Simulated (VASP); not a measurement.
Runs of VASP 6.6.1 on Cs. The structure is that of space group P6/mmm (No. 191), or close to it. The cells are those of the table. This isn't the form of Cs at room conditions, which is bcc.

| cell | k mesh | gap on the mesh (eV) | pressure (GPa) |
| --- | --- | --- | --- |
| a = 8.960, b = 8.960, c = 5.355 Å, angles 90.0, 90.0, 120.0°, 3 atoms | 5 × 5 × 6 | none | 0.0 |
| a = 8.960, b = 8.960, c = 5.355 Å, angles 90.0, 90.0, 120.0°, 3 atoms | 5 × 5 × 7 | none | 0.0 |
| a = 8.839, b = 8.839, c = 5.282 Å, angles 90.0, 90.0, 120.0°, 3 atoms | 5 × 5 × 7 | none | 0.1 |
| a = 8.715, b = 8.715, c = 5.208 Å, angles 90.0, 90.0, 120.0°, 3 atoms | 5 × 5 × 7 | none | 0.2 |
| a = 8.587, b = 8.587, c = 5.131 Å, angles 90.0, 90.0, 120.0°, 3 atoms | 5 × 5 × 7 | none | (a) |

Alike in all rows: task single point; level r2SCAN; potentials or basis VASP PAW PBE potentials, release 64 (Cs_sv); no spin polarisation; cutoff (eV) 520; smearing fermi-dirac 0.1 eV.

Fill in the values left out.

(a) 0.3.

Caveats: the PAW data sets were made with another functional, which shifts forces and pressure a little; spin-orbit coupling is left out, which moves the levels of the heavy elements.

A k mesh can miss the band edges, and the runs leave out spin-orbit coupling on Cs.

A gap of «none» marks levels without a gap at the run's occupations.
